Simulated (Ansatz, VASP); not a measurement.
**Ti: VASP beside Ansatz**

POSCAR

```
Ti
1.0
    2.6122282847      0.0000000000      0.0000000000
   -1.3061141424      2.5418607360      0.0000000000
    0.0000000000      0.0000000000      4.3137292730
Ti
2
Direct
    0.3333333333      0.6666666667      0.2500000000
    0.6666666667      0.3333333333      0.7500000000
```

The input INCAR.step1:

```
ALGO = Normal
EDIFF = 1E-4
ENCUT = 520
GGA = PE
ISMEAR = 1
LASPH = T
LCHARG = F
LREAL = F
LWAVE = T
NBANDS = 19
NELM = 100
PREC = Accurate
SIGMA = 0.05
```

The input INCAR.step2:

```
ALGO = Normal
EDIFF = 1E-6
ENCUT = 520
ISIF = 2
ISMEAR = 1
ISTART = 1
LASPH = T
LCHARG = T
LELF = T
LMIXTAU = T
LREAL = F
LVHAR = T
LWAVE = F
METAGGA = R2SCAN
NBANDS = 19
NELM = 100
PREC = Accurate
SIGMA = 0.05
```

Contents of KPOINTS:

```
k-points
0
Gamma
  18 18 10
```

Input for Ansatz:

```yaml
crystal:
  lattice:
    - [2.6122282847, 0.0, 0.0]
    - [-1.3061141424, 2.541860736, 0.0]
    - [0.0, 0.0, 4.313729273]
  atoms:
    - { symbol: Ti, position: [0.3333333333, 0.6666666667, 0.25] }
    - { symbol: Ti, position: [0.6666666667, 0.3333333333, 0.75] }
basis:
  ecutwfc: 520.0
kpoints:
  mp_grid: { grid: [18, 18, 10] }
hamiltonian:
  xc: r2scan
scf:
  occupations: { method: cold, width: 0.05 }
output:
  forces: true
  stress: true
  eigenvalues: true
```

Change from the starting cell: normal strain along x -0.1100, normal strain along z -0.0700.

Alike in both runs: task single point; functional r2SCAN; k mesh 18 × 18 × 10; no spin polarisation.

|  | VASP | Ansatz |
| --- | --- | --- |
| version | VASP 6.6.1 | Ansatz 0.2.0 |
| potentials or method | VASP PAW PBE potentials, release 64 (Ti_sv), cutoff 520 eV | scalar-relativistic, plane waves, PAW |
| occupations | methfessel-paxton of order 1, width 0.05 eV | cold, width 0.05 eV |
| valence electrons in the cell | 24 | 24 |

Ansatz gave:

```
gap on the k mesh at the Fermi level (eV)                     : none
pressure (GPa)                                                : 30.0
traceless stress, the component that is largest in VASP (GPa) : 9.24
rms of the force components (eV/Å)                            : 0.189
```

Question: Estimate VASP's values.

Answer: gap on the k mesh at the Fermi level (eV): none; pressure (GPa): 30.7; traceless stress, the component that is largest in VASP (GPa): 9.36; rms of the force components (eV/Å): 0.191.

VASP's potentials were made for PBE, not for r2SCAN. Atom by atom the forces differ by 0.001 eV/Å (rms over components). A gap of «none» marks a metal or a gap that the smearing closes. Both programs put the cell under a high pressure, so it lies far from rest at this level.
